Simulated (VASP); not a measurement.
The system is BP4.

```
B P
1.0
    -2.09034    2.09034    5.39029
     2.09034   -2.09034    5.39029
     2.09034    2.09034   -5.39029
B P
1 4
Direct
  0.00000 0.00000 0.00000
  0.38604 0.38604 0.00000
  0.61396 0.61396 0.00000
  0.75000 0.25000 0.50000
  0.25000 0.75000 0.50000
```

```yaml
Program: VASP 6.6.1
Task: relaxation of cell and atoms
Functional: PBE
Potentials_or_basis: VASP PAW PBE potentials, release 64 (B, P)
Cutoff: 600 eV
k_mesh: 6 × 6 × 6
Occupations: gaussian, width 0.1 eV
Spin: no spin polarisation
```

At the start: pressure -7.6 GPa; volume 18.84 Å³/atom.

Problem. How do energy, volume and symmetry change on relaxing?

Solution. Over 40 steps the energy falls by 829.7 meV/atom and the volume is 15.73 Å³/atom (-16.5 %); space group I4/mmm (No. 139, to 0.05 Å).

Step by step:
```
step  energy change (eV)  largest force (eV/Å)  pressure (GPa)  volume (Å³)
   1              0.0000                1.3052           -7.60        94.21
   2             -0.4881                0.8364           -1.18        82.54
   3             -0.5120                0.6432            1.28        79.75
   4             -0.5676                0.6293            1.55        80.52
   5             -0.7089                0.4049            2.32        82.86
   6             -0.6026                1.0221            5.84        87.65
   7             -0.7423                0.2614            3.40        84.64
   8             -0.7707                0.2382            2.21        86.69
   9             -0.7927                0.1219            0.72        89.95
  10             -0.7865                0.1658           -1.64        96.71
  11             -0.7973                0.0153           -0.30        92.73
  12             -0.8132                0.0565           -0.44        92.74
  13             -0.8748                0.3189           -1.04        92.73
  14             -1.0509                0.6620           -2.80        92.50
  15             -1.4906                0.5123           -6.20        91.19
  16             -2.1871                1.4109          -11.60        84.82
  17             55.3077               47.8363          371.49        54.50
  18             -1.8117                2.3762           -9.78        84.47
  19             -1.9700                2.2361           -9.64        83.02
  20             -2.4062                2.0018           -8.27        78.78
  21             -2.8104                0.7123            0.08        70.71
  22             -2.8918                0.7249            0.35        70.16
  23             -3.1390                0.9094            1.09        68.46
  24             -3.6435                0.7058            9.26        64.82
  25             -3.7399                0.4124            9.37        65.88
  26             -3.7822                0.2358           10.03        67.35
  27             -3.9208                0.0687            6.04        70.52
  28             -4.0365                0.1227            1.50        75.98
  29             -4.0410                0.1372           -0.11        77.74
  30             -4.0966                0.3852           -0.69        77.70
  31             -4.1193                0.5897           -1.04        77.64
  32             -4.1198                0.6207           -1.09        77.63
  33             -4.1349                0.3422            0.09        77.07
  34             -4.1385                0.1296            1.01        76.66
  35             -4.1424                0.0952            0.76        77.12
  36             -4.1480                0.0081            0.07        78.50
  37             -4.1480                0.0198            0.00        78.66
  38             -4.1485                0.0624           -0.21        78.81
  39             -4.1485                0.0477           -0.17        78.79
  40             -4.1487                0.0149            0.02        78.67
```

Final structure:
```cif
data_structure
_symmetry_space_group_name_H-M 'P 1'
_symmetry_Int_Tables_number 1
_cell_length_a 4.7668
_cell_length_b 4.7668
_cell_length_c 4.7668
_cell_angle_alpha 118.075
_cell_angle_beta 118.075
_cell_angle_gamma 93.368
_cell_volume 78.67
loop_
_atom_site_label
_atom_site_type_symbol
_atom_site_fract_x
_atom_site_fract_y
_atom_site_fract_z
_atom_site_occupancy
B1 B 0.00000 0.00000 0.00000 1
P1 P 0.27970 0.27970 0.00000 1
P2 P 0.72030 0.72030 0.00000 1
P3 P 0.75000 0.25000 0.50000 1
P4 P 0.25000 0.75000 0.50000 1
```

Caveat: the volume moved by over 15 % at a fixed basis, so the end points are rough.
